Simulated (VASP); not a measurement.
A run of VASP 6.6.1 is set up as follows.

The input INCAR:

```
SYSTEM = Be24NO
ALGO = Normal
DIPOL = 0.5 0.5 0.291
EDIFF = 1E-6
ENCUT = 520
GGA = PE
GGA_COMPAT = .FALSE.
IDIPOL = 3
ISIF = 2
ISMEAR = 0
ISPIN = 2
KPAR = 4
LASPH = .TRUE.
LCHARG = .FALSE.
LDIPOL = .TRUE.
LORBIT = 11
LREAL = .FALSE.
LWAVE = .FALSE.
MAGMOM = 0 0 0 0 0 0 0 0 0 0 0 0 0 0 0 0 0 0 0 0 0 0 0 0 1 0
NBANDS = 52
NELM = 200
NELMDL = -8
PREC = Accurate
SIGMA = 0.1
```

File KPOINTS:

```
k-points
0
G
  6 4 1
  0 0 0
```

POSCAR

```
Be24NO
1.0
    4.5254381411      0.0000000000      0.0000000000
    0.0000000000      7.1336190820      0.0000000000
    0.0000000000      0.0000000000     22.3685529248
Be N O
24 1 1
Direct
    0.0000000000      0.3750000000      0.1788224752
    0.0000000000      0.8750000000      0.1788224752
    0.5000000000      0.3750000000      0.1788224752
    0.5000000000      0.8750000000      0.1788224752
    0.2500000000      0.1250000000      0.2080237711
    0.2500000000      0.6250000000      0.2080237711
    0.7500000000      0.1250000000      0.2080237711
    0.7500000000      0.6250000000      0.2080237711
    0.2500000000      0.3750000000      0.2664263628
    0.2500000000      0.8750000000      0.2664263628
    0.7500000000      0.3750000000      0.2664263628
    0.7500000000      0.8750000000      0.2664263628
    0.0000000000      0.1250000000      0.2903069137
    0.0000000000      0.6250000000      0.2903069137
    0.5000000000      0.1250000000      0.2903069137
    0.5000000000      0.6250000000      0.2903069137
    0.0000000000      0.3750000000      0.3546814205
    0.0000000000      0.8750000000      0.3546814205
    0.5000000000      0.3750000000      0.3546814205
    0.5000000000      0.8750000000      0.3546814205
    0.2500000000      0.1250000000      0.3741213369
    0.2500000000      0.6250000000      0.3741213369
    0.7500000000      0.1250000000      0.3741213369
    0.7500000000      0.6250000000      0.3741213369
    0.7500000000      0.4583333333      0.4134622814
    0.8487676923      0.5571010257      0.4507640240
```

Potentials or basis: VASP PAW PBE potentials, release 64 (Be, N, O).

Run with:

```bash
$ cat potpaw_PBE.64/Be/POTCAR potpaw_PBE.64/N/POTCAR potpaw_PBE.64/O/POTCAR > POTCAR
$ mpirun -np 4 vasp_std > vasp.out
```

Predict the net moment.

0.00 μB per cell.

What does it give for the largest force?

11.648 eV/Å.

Forces on the atoms (eV/Å):
```
Be  -0.024  0.000  0.505
Be   0.086 -0.031  0.402
Be   0.053 -0.048  0.523
Be  -0.075  0.120  0.510
Be  -0.017 -0.016 -0.686
Be  -0.053 -0.051 -0.745
Be   0.038  0.079 -0.530
Be   0.050 -0.068 -0.696
Be  -0.066  0.158 -0.111
Be   0.068 -0.020  0.238
Be   0.009  0.032  0.153
Be  -0.064  0.102 -0.075
Be   0.012  0.058  0.088
Be   0.083 -0.036  0.186
Be   0.007 -0.137  0.027
Be   0.087  0.054 -0.097
Be   0.326 -0.071 -0.209
Be   0.120  0.041 -0.002
Be  -0.210  0.438  1.070
Be  -0.236  0.128 -0.108
Be  -0.071 -0.160 -0.050
Be   0.208  0.374 -0.392
Be   0.147 -0.373  0.176
Be   0.207  3.616 -2.004
N   -4.259 -9.596 -5.045
O    3.573  5.407  6.871
```

Caveat: the standard files for N, O and F lose accuracy on very short bonds.
